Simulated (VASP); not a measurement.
Set up this calculation in VASP 6.6.1, as the native input.

| Property | Result |
| --- | --- |
| Task | single point |
| Functional | PBE |
| Potentials or basis | VASP PAW PBE potentials, release 64 (Ti_sv, W_sv) |
| Cutoff | 520 eV |
| k mesh | 6 × 6 × 1 |
| Occupations | gaussian, width 0.1 eV |
| Spin | no spin polarisation |
| Dipole correction | no |
| Further INCAR settings | ALGO = Fast; EDIFF = 1e-07; NBANDS = 79 |

The structure of TiW4 lies in POSCAR:

```
TiW4
1.0
    2.9060274300      0.0000000000      0.0000000000
   -1.4530137200      2.5166935800      0.0000000000
    0.0000000000      0.0000000000     22.8557390400
Ti W
2 8
Direct
    0.6666666700      0.3333333300      0.7000000000
    0.6666666700      0.3333333300      0.3000000000
    0.3333333300      0.6666666700      0.6000000000
    0.3333333300      0.6666666700      0.8000000000
    0.3333333300      0.6666666700      0.0000000000
    0.3333333300      0.6666666700      0.2000000000
    0.3333333300      0.6666666700      0.4000000000
    0.6666666700      0.3333333300      0.9000000000
    0.6666666700      0.3333333300      0.1000000000
    0.6666666700      0.3333333300      0.5000000000
```

One way to write it, as run:

INCAR

```
SYSTEM = TiW4
PREC     = Accurate       ! precision mode
ENCUT    = 520            ! plane-wave cutoff, eV
EDIFF    = 1E-7           ! SCF threshold, eV
ISMEAR   = 0              ! smearing method
SIGMA    = 0.1            ! smearing width, eV
LREAL    = .FALSE.        ! projectors in reciprocal space
LASPH    = .TRUE.         ! aspherical terms in the spheres
NELM     = 80             ! most SCF steps
ALGO     = Fast           ! electronic algorithm
ISIF     = 2              ! what is computed and relaxed
LWAVE    = .FALSE.        ! write WAVECAR
LCHARG   = .FALSE.        ! write CHGCAR
GGA      = PE             ! functional
NBANDS   = 79             ! bands
```

KPOINTS

```
Automatic mesh
0
G
  6 6 1
  0 0 0
```

Potentials or basis: VASP PAW PBE potentials, release 64 (Ti_sv, W_sv).

Launch:

```sh
$ cat potpaw_PBE.64/Ti_sv/POTCAR potpaw_PBE.64/W_sv/POTCAR > POTCAR
$ mpirun -np 1 vasp_std > vasp.out
```

Results of the run:

```json
{"Pressure": "-2.7 GPa", "Largest force": "0.162 eV/Å", "Band gap on the k mesh": "zero (bands 68 and 69 overlap by 1.03 eV)"}
```

Caveat: the k points lie up to 0.42 Å⁻¹ apart, too coarse for converged energies and pressures of a metal; spin-orbit coupling is left out, which moves the levels of the heavy elements.

Wall time 16 min on 1 thread of Intel Xeon 8259CL (shared host), peak memory 0.35 GiB.
